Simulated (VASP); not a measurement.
# LiF (I4/mmm) in VASP: further runs, part 2 of 3

VASP 6.6.1. Earlier steps stand in the parts before.

### 4 Single point, LDA (strain +0.000 along x and y, +0.025 along z)

Input file INCAR:

```
ALGO = Normal
EDIFF = 1E-6
ENCUT = 520
GGA = CA
ISIF = 2
ISMEAR = 0
LASPH = True
LCHARG = False
LREAL = False
LWAVE = False
NBANDS = 12
NELM = 80
PREC = Accurate
SIGMA = 0.05
```

Input file KPOINTS:

```
k-points
0
Gamma
  10 10 10
```

Input file POSCAR:

```
LiF
1.0
    0.0000000000      2.0140000000      2.0643500000
    2.0140000000      0.0000000000      2.0643500000
    2.0140000000      2.0140000000      0.0000000000
Li F
1 1
Direct
    0.0000000000      0.0000000000      0.0000000000
    0.5000000000      0.5000000000      0.5000000000
```

Potentials or basis: VASP PAW LDA potentials, release 64 (Li_sv, F).

Run with:

```bash
cat potpaw_LDA.64/Li_sv/POTCAR potpaw_LDA.64/F/POTCAR > POTCAR
mpirun -np 1 vasp_std > vasp.out
```

OUTCAR:

```text
EDIFF = 1E-6
   ENCUT = 520
   GGA = CA
   ISIF = 2
   ISMEAR = 0
   LASPH = True
   LREAL = False
   NELM = 80
   PREC = Accurate

 ion  position               nearest neighbor table
   1  0.000  0.000  0.000-   2 2.01   2 2.01   2 2.01   2 2.01   2 2.06   2 2.06
   2  0.500  0.500  0.500-   1 2.01   1 2.01   1 2.01   1 2.01   1 2.06   1 2.06

  LATTYP: Found a body centered tetragonal cell.
 ALAT       =     2.8482261146
 C/A-ratio  =     1.4495689014

  Lattice vectors:

 A1 = (  -2.0140000000,   0.0000000000,   2.0643500000)
 A2 = (   2.0140000000,   0.0000000000,   2.0643500000)
 A3 = (   0.0000000000,   2.0140000000,  -2.0643500000)

Analysis of symmetry for initial positions (statically):
=====================================================================
 Subroutine PRICEL returns:
 Original cell was already a primitive cell.

 Routine SETGRP: Setting up the symmetry group for a
 body centered tetragonal supercell.

 Subroutine GETGRP returns: Found 16 space group operations
 (whereof 16 operations were pure point group operations)
 out of a pool of 16 trial point group operations.

The static configuration has the point symmetry D_4h.

Analysis of symmetry for dynamics (positions and initial velocities):
=====================================================================
 Subroutine PRICEL returns:
 Original cell was already a primitive cell.

 Routine SETGRP: Setting up the symmetry group for a
 body centered tetragonal supercell.

 Subroutine GETGRP returns: Found 16 space group operations
 (whereof 16 operations were pure point group operations)
 out of a pool of 16 trial point group operations.

The dynamic configuration has the point symmetry D_4h.

 Subroutine INISYM returns: Found 16 space group operations
 (whereof 16 operations are pure point group operations),
 and found     1 'primitive' translations

----------------------------------------------------------------------------------------

                                     Primitive cell

  volume of cell :      16.7468

  direct lattice vectors                    reciprocal lattice vectors
     0.000000000  2.014000000  2.064350000    -0.248262165  0.248262165  0.242206990
     2.014000000  0.000000000  2.064350000     0.248262165 -0.248262165  0.242206990
     2.014000000  2.014000000  0.000000000     0.248262165  0.248262165 -0.242206990

  length of vectors
     2.884048703  2.884048703  2.848226115     0.426535381  0.426535381  0.426535381

  position of ions in fractional coordinates (direct lattice)
     0.000000000  0.000000000  0.000000000
     0.500000000  0.500000000  0.500000000

  ion indices of the primitive-cell ions
   primitive index   ion index
                 1           1
                 2           2

----------------------------------------------------------------------------------------

 KPOINTS: k-points

Automatic generation of k-mesh.
 Grid dimensions read from file:
 generate k-points for:   10   10   10

 Generating k-lattice:

  Cartesian coordinates                     Fractional coordinates (reciprocal lattice)
    -0.024826216  0.024826216  0.024220699     0.100000000 -0.000000000  0.000000000
[... 41 lines left out ...]
   k-points           NKPTS =    102   k-points in BZ     NKDIM =    102   number of bands    NBANDS=     12
   number of dos      NEDOS =    301   number of ions     NIONS =      2
   total plane-waves  NPLWV =  13824
   dimension x,y,z NGX =    24 NGY =   24 NGZ =   24
   dimension x,y,z NGXF=    48 NGYF=   48 NGZF=   48
   ions per type =               1   1
   NGX,Y,Z   is equivalent  to a cutoff of  13.83, 13.83, 14.01 a.u.
   NGXF,Y,Z  is equivalent  to a cutoff of  27.67, 27.67, 28.02 a.u.
 SYSTEM =  unknown system
   PREC   = accura    normal or accurate (medium, high low for compatibility)
   ISTART =      0    job   : 0-new  1-cont  2-samecut
   ICHARG =      2    charge: 1-file 2-atom 10-const
   ISPIN  =      1    spin polarized calculation?
   LNONCOLLINEAR =      F non collinear calculations
   LSORBIT =      F    spin-orbit coupling
   LASPH  =      T    aspherical Exc in radial PAW
   ENCUT  =  520.0 eV  38.22 Ry    6.18 a.u.   5.36  5.36  5.30*2*pi/ulx,y,z
   NELM   =     80;   NELMIN=  2; NELMDL= -5     # of ELM steps
   EDIFF  = 0.1E-05   stopping-criterion for ELM
   LREAL  =      F    real-space projection
   EDIFFG = 0.1E-04   stopping-criterion for IOM
   NSW    =      0    number of steps for IOM
   IBRION =     -1    ionic relax: 0-MD 1-quasi-New 2-CG
   NFREE  =      0    steps in history (QN), initial steepest desc. (CG)
   ISIF   =      2    stress and relaxation
   ISYM   =      2    0-nonsym 1-usesym 2-fastsym
   POTIM  = 0.5000    time-step for ionic-motion
   TEBEG  =    0.0;   TEEND  =   0.0 temperature during run
   PSTRESS=    0.0 pullay stress
   NELECT =      10.0000    total number of electrons
   NUPDOWN=      -1.0000    fix difference up-down
   EMIN   =  10.00;   EMAX   =-10.00  energy-range for DOS
   EFERMI =   0.00;   METHOD = LEGACY
   ISMEAR =     0;   SIGMA  =   0.05  broadening in eV -4-tet -1-fermi 0-gaus
   EFERMI_NEDOS =   21; number of points for ismear=-14 and -15
   IALGO  =     38    algorithm
   IMIX   =      4    mixing-type and parameters
     AMIX     =   0.40;   BMIX     =  1.00
     AMIX_MAG =   1.60;   BMIX_MAG =  1.00
  volume/ion in A,a.u.               =       8.37        56.51
  Fermi-wavevector in a.u.,A,eV,Ry     =   1.378576  2.605131 25.857492  1.900472
  Thomas-Fermi vector in A             =   2.503625
   LORBIT       =      0    0 simple, 1 ext, 2 COOP (PROOUT), +10 PAW based schemes
   GGA     = CA    functional components
   LHFCALC =     F    Hartree Fock is set to
   AEXX    =    0.0000 exact exchange contribution
   IVDW    =     0    specifies the selected vdW correction
   LEPSILON=     F    determine dielectric tensor
   LRPA    =     F    only Hartree local field effects (RPA)
 non-spin polarized calculation
 Gauss-broadening in eV      SIGMA  =   0.05
  energy-cutoff  :      520.00
  volume of cell :       16.75
 maximum number of plane-waves:       463
 NGX is ok and might be reduce to    24
   NGX = 11   NGY = 11   NGZ = 11

 number of electron      10.0000000 magnetization

 number of electron       9.9999994 magnetization

 Free energy of the ion-electron system (eV)
  ---------------------------------------------------
  ext. energy  EPLUGINS =         0.00000000
  ---------------------------------------------------
  free energy    TOTEN  =       -10.45309365 eV

  energy without entropy =      -10.45309365  energy(sigma->0) =      -10.45309365

 E-fermi :  -1.0996     XC(G=0): -10.5463

 val. band max:       -1.4129264788   @ k =   0.0000   0.0000   0.0000
 cond. band min:       7.1635686486   @ k =   0.0000   0.0000   0.0000
 fundamental gap:      8.5764951274
 Fermi energy:        -1.0995692646

 k-point     1 :       0.0000    0.0000    0.0000
  band No.  band energies     occupation
      1     -41.2497      2.00000
      2     -20.9504      2.00000
      3      -1.4688      2.00000
      4      -1.4688      2.00000
      5      -1.4129      2.00000
      6       7.1636      0.00000
      7      21.3355      0.00000
      8      21.8822      0.00000
      9      21.8822      0.00000
     10      22.0842      0.00000
     11      22.2946      0.00000
     12      22.2946      0.00000
[... 331 lines left out ...]
 k-point    24 :       0.4000    0.3000    0.0000
  band No.  band energies     occupation
      1     -41.1888      2.00000
      2     -20.4358      2.00000
      3      -3.7822      2.00000
      4      -2.2942      2.00000
      5      -2.1727      2.00000
      6      10.9201      0.00000
      7      14.9181      0.00000
      8      16.3396      0.00000
      9      18.2169      0.00000
     10      19.2955      0.00000
     11      31.4198      0.00000
     12      32.8466      0.00000

 [... further k-points ...]

------------------------ aborting loop because EDIFF is reached ----------------------------------------

  FORCE on cell =-STRESS in cart. coord.  units (eV):
  Direction    XX          YY          ZZ          XY          YZ          ZX
  --------------------------------------------------------------------------------------
  -------------------------------------------------------------------------------------
  Total       -0.7909390     -0.7909390     -0.9131455      0.0000000      0.0000000     -0.0000000
  in kB      -75.6695802    -75.6695802    -87.3611395      0.0000000      0.0000000     -0.0000000
  external PRESSURE =     -79.5667666 kB  Pullay stress =       0.0000000 kB

 VOLUME and BASIS-vectors are now :
 -----------------------------------------------------------------------------
  energy-cutoff  :      520.00
  volume of cell :       16.75
      direct lattice vectors                 reciprocal lattice vectors
     0.000000000  2.014000000  2.064350000    -0.248262165  0.248262165  0.242206990
     2.014000000  0.000000000  2.064350000     0.248262165 -0.248262165  0.242206990
     2.014000000  2.014000000  0.000000000     0.248262165  0.248262165 -0.242206990

 POSITION                                       TOTAL-FORCE (eV/Angst)
 -----------------------------------------------------------------------------------
      0.00000      0.00000      0.00000         0.000000      0.000000     -0.000000
      2.01400      2.01400      2.06435         0.000000      0.000000      0.000000
 -----------------------------------------------------------------------------------
    total drift:                               -0.000000     -0.000000      0.000000

  FREE ENERGIE OF THE ION-ELECTRON SYSTEM (eV)
  ---------------------------------------------------
  free  energy   TOTEN  =       -10.4530936464 eV

  energy  without entropy=      -10.4530936464  energy(sigma->0) =      -10.45309365
```

stdout:

```text
POSCAR found type information on POSCAR LiF
 POSCAR found :  2 types and       2 ions
 scaLAPACK will be used
 LDA part: xc-table for (Slater(with rela. corr.)+CA(PZ))
 , standard interpolation
 POSCAR, INCAR and KPOINTS ok, starting setup
 FFT: planning ... GRIDC
 FFT: planning ... GRID_SOFT
 FFT: planning ... GRID
 WAVECAR not read
 entering main loop
```

Wall time 12 s (1 thread of Intel Xeon Platinum 8488C (Sapphire Rapids), shared host); peak memory 0.13 GiB.

Results:

| Quantity | Value |
| --- | --- |
| Free energy | -10.4531 eV |
| Band gap on the k mesh | 8.58 eV, direct |

Caveat: the cell differs from its parent crystal (strain +0.000 along x and y, +0.025 along z); the cutoff is under 1.25 times the usual one of these potentials, so pressure, stress and relaxed cells hold a basis-set (Pulay) error.

### 5 Single point, LDA (strain +0.000 along x and y, +0.050 along z)

Input file INCAR:

```
SYSTEM = LiF
PREC = Accurate ; ENCUT = 520
EDIFF = 1E-6 ; ISMEAR = 0
SIGMA = 0.05 ; LREAL = .False.
LASPH = .True. ; NELM = 80
ALGO = Normal ; ISIF = 2
LWAVE = .False. ; LCHARG = .False.
GGA = CA ; NBANDS = 12
```

Input file KPOINTS:

```
Automatic mesh
0
Gamma
  10 10 10
  0 0 0
```

Input file POSCAR:

```
LiF
1.0
    0.0000000000      2.0140000000      2.1147000000
    2.0140000000      0.0000000000      2.1147000000
    2.0140000000      2.0140000000      0.0000000000
Li F
1 1
Direct
    0.0000000000      0.0000000000      0.0000000000
    0.5000000000      0.5000000000      0.5000000000
```

Run with:

```bash
cat potpaw_LDA.64/Li_sv/POTCAR potpaw_LDA.64/F/POTCAR > POTCAR
mpirun -np 1 vasp_std > vasp.out
```

It took 12 s on 1 thread of Intel Xeon Platinum 8488C (Sapphire Rapids), shared host; peak memory 0.13 GiB.

The run converged. Its results:

| Quantity | Value |
| --- | --- |
| Free energy | -10.4300 eV |
| Band gap on the k mesh | 8.34 eV, direct |

Levels at points of the mesh, in eV from the valence-band top:
| k point | band 1 | band 2 | band 3 | band 4 | band 5 | band 6 | band 7 | band 8 | band 9 | band 10 |
| --- | --- | --- | --- | --- | --- | --- | --- | --- | --- | --- |
| (0.00, 0.00, 0.00) | -39.91 | -19.50 | -0.10 | -0.10 | 0.00 | 8.34 | 22.11 | 23.13 | 23.15 | 23.15 |
| (0.50, 0.00, 0.00) | -39.85 | -19.09 | -2.49 | -0.33 | -0.23 | 10.07 | 15.74 | 17.60 | 18.41 | 28.71 |
| (0.50, 0.50, 0.00) | -39.85 | -18.88 | -2.99 | -0.93 | -0.93 | 13.37 | 16.18 | 16.45 | 19.61 | 19.61 |
| (0.50, 0.00, 0.50) | -39.84 | -18.81 | -2.96 | -1.22 | -0.92 | 14.21 | 15.56 | 16.54 | 18.61 | 19.29 |

Caveat: the cell differs from its parent crystal (strain +0.000 along x and y, +0.050 along z); the cutoff is under 1.25 times the usual one of these potentials, so pressure, stress and relaxed cells hold a basis-set (Pulay) error. A k mesh can miss the band edges.

(Continued in part 3 of 3.)
